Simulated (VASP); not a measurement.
Runs of VASP 6.6.1 on Ti2TeS. The structure is that of space group P-6m2 (No. 187), or close to it. The cells are those of the table. 

| task | spin | cell | k mesh | cutoff (eV) | smearing | gap on the mesh (eV) | pressure (GPa) | moment (μB) | relaxed volume (Å³/atom) |
| --- | --- | --- | --- | --- | --- | --- | --- | --- | --- |
| relaxation of cell and atoms | collinear, ferromagnetic start | relaxed from a = 3.996, b = 3.996, c = 5.243 Å, angles 90.0, 90.0, 120.0°, 4 atoms | 4 × 4 × 3 | 600 | gaussian 0.15 eV | none | -0.3 | 0.00 | (a) |
| single point | collinear, ferromagnetic start | a = 3.469, b = 3.469, c = 6.917 Å, angles 90.0, 90.0, 120.0°, 4 atoms | 4 × 4 × 3 | 520 | gaussian 0.15 eV | none | -0.1 | 0.00 | - |
| single point | off | a = 3.446, b = 3.446, c = 6.970 Å, angles 90.0, 90.0, 120.0°, 4 atoms | 12 × 12 × 6 | 520 | gaussian 0.1 eV | none | 0.0 | - | - |
| relaxation of cell and atoms | off | relaxed from a = 3.469, b = 3.469, c = 6.917 Å, angles 90.0, 90.0, 120.0°, 4 atoms | 12 × 12 × 6 | 600 | gaussian 0.1 eV | none | 0.0 | - | 17.92 |

Alike in all rows: level PBE; potentials or basis VASP PAW PBE potentials, release 64 (Ti_sv, Te, S).

Q: Fill in the values left out.

A: (a) 18.06.

Caveats: some runs use coarse meshes; spin-orbit coupling is left out, which moves the levels of the heavy elements.

A k mesh can miss the band edges, and the runs leave out spin-orbit coupling on Te.

A gap of «none» marks levels without a gap at the run's occupations.
